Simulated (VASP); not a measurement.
# MgH8Cl2O4 in VASP: notebook, part 3 of 3

VASP 6.6.1. Earlier steps stand in the parts before.

### 5 Single point, PBE

This run uses another cell than the first one, of 20.70 Å³/atom, 1.517 times its volume.

Input file INCAR:

```
PREC = Accurate
ENCUT = 520
EDIFF = 1E-6
ISMEAR = -1
SIGMA = 0.05
LREAL = F
LASPH = T
NELM = 120
ALGO = Normal
ISIF = 2
LWAVE = F
LCHARG = T
GGA = PE
LELF = T
LVHAR = T
NBANDS = 37
GGA_COMPAT = F
```

Input file KPOINTS:

```
Automatic mesh
0
Gamma
  1 1 1
```

Input file POSCAR:

```
MgH8Cl2O4
1.0
    6.2581170000      0.0000000000      0.0000000000
    0.0000000000      6.5089910000      0.0000000000
    0.0000000000      0.0000000000      7.6209460000
O H Mg Cl
4 8 1 2
Direct
    0.6897761739      0.7019213884      0.4163131454
    0.5735591073      0.1359504107      0.1867615910
    0.2515453131      0.5355361530      0.2374377144
    0.0387496750      0.7918738864      0.6429385538
    0.5709544900      0.7275782068      0.5061707562
    0.8263028639      0.7165165845      0.4883908113
    0.5951790291      0.1055309494      0.0638109757
    0.5439176033      0.0335535876      0.2607025427
    0.1982705021      0.4920117419      0.3552052462
    0.1473765991      0.5535266526      0.1422264375
    0.1363668976      0.9047792507      0.6770025663
   -0.0444702456      0.7463368746      0.7424275149
    0.5644988740      0.4431716068      0.2703732581
    0.4496560227      0.3259952272      0.5728947561
    0.8315440571      0.5376562973      1.0316435781
```

Potentials or basis: VASP PAW PBE potentials, release 64 (O, H, Mg, Cl).

Command:

```sh
$ cat potpaw_PBE.64/O/POTCAR potpaw_PBE.64/H/POTCAR potpaw_PBE.64/Mg/POTCAR potpaw_PBE.64/Cl/POTCAR > POTCAR
$ mpirun -np 1 vasp_gam > vasp.out
```

OUTCAR:

```text
PREC = Accurate
   ENCUT = 520
   EDIFF = 1E-6
   ISMEAR = -1
   LREAL = F
   LASPH = T
   NELM = 120
   ISIF = 2
   GGA = PE

 ion  position               nearest neighbor table
   1  0.690  0.702  0.416-   6 1.02   5 1.02  13 2.17
   2  0.574  0.136  0.187-   8 0.89   7 0.97  13 2.10
   3  0.252  0.536  0.237-  10 0.98   9 1.00  13 2.06
   4  0.039  0.792  0.643-  12 0.97  11 0.99
[... 258 lines left out ...]
  energy-cutoff  :      520.00
  volume of cell :      310.43
      direct lattice vectors                 reciprocal lattice vectors
     6.258117000  0.000000000  0.000000000     0.159792474  0.000000000  0.000000000
     0.000000000  6.508991000  0.000000000     0.000000000  0.153633643  0.000000000
     0.000000000  0.000000000  7.620946000     0.000000000  0.000000000  0.131217306

 POSITION                                       TOTAL-FORCE (eV/Angst)
 -----------------------------------------------------------------------------------
      4.31670      4.56880      3.17270        -0.811701      0.495710      1.582432
      3.58940      0.88490      1.42330         1.034987      5.172072     -2.932919
      1.57420      3.48580      1.80950         1.563059     -0.100586      1.028365
      0.24250      5.15430      4.89980         0.453231      0.363138     -0.650149
      3.57310      4.73580      3.85750         1.437798     -0.490462     -1.059963
      5.17110      4.66380      3.72200        -0.768028      0.161834     -0.722434
      3.72470      0.68690      0.48630         0.041549     -0.586337      0.145175
      3.40390      0.21840      1.98680        -0.942093     -4.291911      2.818686
      1.24080      3.20250      2.70700        -0.305741      0.220365     -0.999118
      0.92230      3.60290      1.08390        -0.882429     -0.260198      0.340139
      0.85340      5.88920      5.15940        -0.819900     -0.581046     -0.078322
      5.97982      4.85790      5.65800         0.163030      0.003438      0.808192
      3.53270      2.88460      2.06050         0.336712      0.018955      0.206855
      2.81400      2.12190      4.36600        -0.060337     -0.019960     -0.656814
      5.20390      3.49960      0.24115        -0.440136     -0.105011      0.169874
 -----------------------------------------------------------------------------------
    total drift:                                0.000603      0.001386      0.000438

  FREE ENERGIE OF THE ION-ELECTRON SYSTEM (eV)
  ---------------------------------------------------
  free  energy   TOTEN  =       -68.2653117898 eV

  energy  without entropy=      -68.2653117898  energy(sigma->0) =      -68.26531179
```

OSZICAR:

```text
N       E                     dE             d eps       ncg     rms          rms(c)
DAV:   1     0.408955209196E+03    0.40896E+03   -0.22121E+04    74   0.109E+03
DAV:   2    -0.224949563871E+02   -0.43145E+03   -0.41466E+03   103   0.257E+02
DAV:   3    -0.744771396273E+02   -0.51982E+02   -0.51731E+02   100   0.963E+01
DAV:   4    -0.754260317338E+02   -0.94889E+00   -0.94784E+00    84   0.151E+01
DAV:   5    -0.754422930226E+02   -0.16261E-01   -0.16255E-01    95   0.191E+00    0.157E+01
DAV:   6    -0.685361154243E+02    0.69062E+01   -0.23054E+01    84   0.213E+01    0.644E+00
DAV:   7    -0.683299352054E+02    0.20618E+00   -0.85423E-01    92   0.394E+00    0.414E+00
DAV:   8    -0.682599473754E+02    0.69988E-01   -0.27744E-01    92   0.269E+00    0.606E-01
DAV:   9    -0.682608820132E+02   -0.93464E-03   -0.31468E-02    92   0.891E-01    0.259E-01
DAV:  10    -0.682644879961E+02   -0.36060E-02   -0.54364E-03    84   0.372E-01    0.187E-01
DAV:  11    -0.682654061251E+02   -0.91813E-03   -0.96147E-04    84   0.152E-01    0.698E-02
DAV:  12    -0.682653598950E+02    0.46230E-04   -0.54820E-04    79   0.132E-01    0.250E-02
DAV:  13    -0.682653203348E+02    0.39560E-04   -0.81667E-05    84   0.513E-02    0.131E-02
DAV:  14    -0.682653134239E+02    0.69109E-05   -0.13914E-05    79   0.208E-02    0.836E-03
DAV:  15    -0.682653122406E+02    0.11833E-05   -0.17837E-06    84   0.827E-03    0.471E-03
DAV:  16    -0.682653117898E+02    0.45076E-06   -0.15433E-06    63   0.678E-03
   1 F= -.68265312E+02 E0= -.68265312E+02  d E =-.173051E-10
```

stdout:

```text
POSCAR found type information on POSCAR O H MgCl
 POSCAR found :  4 types and      15 ions
 scaLAPACK will be used
 LDA part: xc-table for (Slater+PW92), standard interpolation
 POSCAR, INCAR and KPOINTS ok, starting setup
 FFT: planning ... GRIDC
 FFT: planning ... GRID_SOFT
 FFT: planning ... GRID
 WAVECAR not read
 entering main loop
```

It took 18 s on 1 thread of AMD EPYC 9R45 (Zen 5), shared host; peak memory 0.29 GiB.

What came out:

```
Free energy            : -68.2653 eV
Pressure               : -1.2 GPa
Largest force          : 6.035 eV/Å
Band gap on the k mesh : 3.60 eV
```

Forces on the atoms (eV/Å):
```
O   -0.812  0.496  1.582
O    1.035  5.172 -2.933
O    1.563 -0.101  1.028
O    0.453  0.363 -0.650
H    1.438 -0.490 -1.060
H   -0.768  0.162 -0.722
H    0.042 -0.586  0.145
H   -0.942 -4.292  2.819
H   -0.306  0.220 -0.999
H   -0.882 -0.260  0.340
H   -0.820 -0.581 -0.078
H    0.163  0.003  0.808
Mg   0.337  0.019  0.207
Cl  -0.060 -0.020 -0.657
Cl  -0.440 -0.105  0.170
```

Stress tensor (GPa, compression positive):
```
-1.92 -0.26  0.27
-0.26  0.18 -0.65
 0.27 -0.65 -1.74
```

Caveat: the k points lie up to 1.00 Å⁻¹ apart.

### 6 Summary

| cell | gap on the mesh (eV) | pressure (GPa) | largest force (eV/Å) |
| --- | --- | --- | --- |
| a = 5.893 Å, 15 atoms | 4.09 | 0.5 | 2.55 |
| a = 5.972, b = 6.023, c = 6.481 Å, 15 atoms | 3.85 | -0.4 | 1.98 |
| a = 6.031, b = 6.137, c = 6.927 Å, 15 atoms | 3.88 | 0.9 | 3.38 |
| a = 6.258, b = 6.509, c = 7.621 Å, 15 atoms | 3.60 | -1.2 | 6.04 |

Alike in all rows: task single point; level PBE; potentials or basis VASP PAW PBE potentials, release 64 (O, H, Mg, Cl); no spin polarisation; k mesh 1 × 1 × 1; cutoff (eV) 520; smearing fermi-dirac 0.05 eV.

Caveats: all runs use coarse meshes.

Total energies depend on the potentials used, so only differences within one code and one set of settings carry meaning.
